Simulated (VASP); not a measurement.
**Nb: single point with PBE**

Crystal: Nb.

```xyz
1
Lattice="-1.6556 1.6556 1.6556 1.6556 -1.6556 1.6556 1.6556 1.6556 -1.6556" Properties=species:S:1:pos:R:3 pbc="T T T"
Nb    0.0000    0.0000    0.0000
```

```yaml
Program: VASP 6.6.1
Task: single point
Functional: PBE
Potentials_or_basis: VASP PAW PBE potentials, release 64 (Nb_sv)
Cutoff: 520 eV
k_mesh: 18 × 18 × 18
Occupations: gaussian, width 0.1 eV
Spin: no spin polarisation
```

The pressure is -0.3 GPa.

Levels at points of the mesh, in eV from the Fermi level:
```csv
k point,band 3,band 4,band 5,band 6,band 7,band 8,band 9,band 10
"(0.00, 0.00, 0.00)",-29.68,-29.68,-5.91,0.39,0.39,0.39,3.27,3.27
"(0.50, 0.00, 0.00)",-30.09,-29.69,-3.67,-1.62,2.26,3.30,3.97,6.33
"(0.50, 0.50, 0.50)",-30.58,-30.58,-3.66,-3.66,5.57,5.57,5.57,9.03
```

It took 22 s on 1 thread of Intel(R) Xeon(R) Platinum 8375C CPU @ 2.90GHz (Ice Lake) (shared host), peak memory 0.17 GiB.
